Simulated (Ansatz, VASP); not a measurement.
**BiSb4O: VASP beside Ansatz**

INCAR

```
SYSTEM = BiSb4O
PREC     = Accurate       ! precision mode
ENCUT    = 520            ! plane-wave cutoff, eV
EDIFF    = 1E-6           ! SCF threshold, eV
ISMEAR   = 0              ! smearing method
SIGMA    = 0.1            ! smearing width, eV
LREAL    = .False.        ! projectors in reciprocal space
LASPH    = .True.         ! aspherical terms in the spheres
NELM     = 100            ! most SCF steps
ALGO     = Normal         ! electronic algorithm
ISIF     = 2              ! what is computed and relaxed
LWAVE    = .False.        ! write WAVECAR
LCHARG   = .True.         ! write CHGCAR
GGA      = PE             ! functional
LELF     = .True.         ! ELF
LVHAR    = .True.       
NBANDS   = 30             ! bands
```

File KPOINTS:

```
Automatic mesh
0
Gamma
  6 6 2
  0 0 0
```

File POSCAR:

```
BiSb4O
1.0
    4.2765309000      0.0000000000      0.0000000000
   -2.1382654500      3.7035844000      0.0000000000
    0.0000000000      0.0000000000      8.6508416900
Sb Bi O
4 1 1
Direct
    0.3333333300      0.6666666700      0.7665540000
    0.3333333300      0.6666666700      0.2334460000
    0.6666666700      0.3333333300      0.7665540000
    0.6666666700      0.3333333300      0.2334460000
    0.0000000000      0.0000000000      0.0000000000
    0.0000000000      0.0000000000      0.5000000000
```

Input for Ansatz:

```yaml
crystal:
  lattice:
    - [4.2765309, 0.0, 0.0]
    - [-2.13826545, 3.7035844, 0.0]
    - [0.0, 0.0, 8.65084169]
  atoms:
    - { symbol: Sb, position: [0.33333333, 0.66666667, 0.766554] }
    - { symbol: Sb, position: [0.33333333, 0.66666667, 0.233446] }
    - { symbol: Sb, position: [0.66666667, 0.33333333, 0.766554] }
    - { symbol: Sb, position: [0.66666667, 0.33333333, 0.233446] }
    - { symbol: Bi, position: [0.0, 0.0, 0.0] }
    - { symbol: O, position: [0.0, 0.0, 0.5] }
basis:
  ecutwfc: 420
kpoints:
  mp_grid: { grid: [6, 6, 2] }
hamiltonian:
  xc: pbe
scf:
  occupations: { method: gaussian, width: 0.1 }
  lower_state_search: "off"
output:
  forces: true
  stress: true
  eigenvalues: true
```

Change from the starting cell: species swapped into the TaCrB4 type (P6/mmm, No. 191).

Alike in both runs: task single point; functional PBE; k mesh 6 × 6 × 2; occupations gaussian, width 0.1 eV; no spin polarisation.

```csv
,VASP,Ansatz
version,VASP 6.6.1,Ansatz 0.2.0
potentials or method,"VASP PAW PBE potentials, release 64 (Sb, Bi_d, O), cutoff 520 eV","scalar-relativistic, plane waves, PAW"
valence electrons in the cell,41,81
```

|  | VASP | Ansatz | Ansatz less VASP |
| --- | --- | --- | --- |
| gap on the k mesh at the Fermi level (eV) | none | none | - |
| rms of the force components (eV/Å) | 0.700 | 0.697 | -0.0033 |

Atom by atom the forces differ by 0.003 eV/Å (rms over components). A gap of «none» marks a metal or a gap that the smearing closes. The functional is the same, so the differences come from potentials, cutoffs and numerics. VASP's potentials hold 41 valence electrons a cell and Ansatz's 81, so a difference there can come from the potentials and not from the codes.

The k mesh is coarse, so the values compare programs but aren't converged. Neither program's run includes spin-orbit coupling.
